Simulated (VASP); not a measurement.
Set up this calculation in VASP 6.6.1, as the native input.

- Task: single point
- Functional: PBE
- Dispersion: D3(BJ)
- Potentials or basis: VASP PAW PBE potentials, release 64 (S, W_sv)
- Cutoff: 520 eV
- k mesh: 12 × 12 × 1
- Occupations: gaussian, width 0.05 eV
- Spin: no spin polarisation
- Dipole correction: yes
- Further INCAR settings: ALGO = Normal; EDIFF = 1e-07; NBANDS = 20

The structure of WS2 lies in POSCAR:

```
WS2
1.0
    3.1596694730      0.0000000029      0.0000000000
   -1.5798347390      2.7363540297      0.0000000000
    0.0000000000      0.0000000000     23.1272520219
S W
2 1
Direct
    0.6666666667      0.3333333333      0.4319072349
    0.6666666667      0.3333333333      0.5681939950
    0.3333333333      0.6666666667      0.5000568185
```

The input as run:

INCAR

```
  PREC = Accurate
  ENCUT = 520
  EDIFF = 1E-7
  ISMEAR = 0
  SIGMA = 0.05
  LREAL = False
  LASPH = True
  NELM = 80
  ALGO = Normal
  ISIF = 2
  LWAVE = False
  LCHARG = False
  LDIPOL = True
  IDIPOL = 3
  DIPOL = 0.5 0.5 0.500
  GGA = PE
  IVDW = 12
  NBANDS = 20
```

KPOINTS

```
Automatic mesh
0
Gamma
  12 12 1
```

Potentials or basis: VASP PAW PBE potentials, release 64 (S, W_sv).

Run with:

```console
$ cat potpaw_PBE.64/S/POTCAR potpaw_PBE.64/W_sv/POTCAR > POTCAR
$ mpirun -np 1 vasp_std > vasp.out
```

Results of the run:

| Property | Result |
| --- | --- |
| Largest force | 0.006 eV/Å |
| Band gap on the k mesh | 1.92 eV, direct |
| Dispersion energy per atom | -0.310 eV |

Caveat: spin-orbit coupling is left out, which moves the levels of the heavy elements.

Wall time 110 s on 1 thread of Intel Xeon 6975P-C (shared host), peak memory 0.34 GiB.
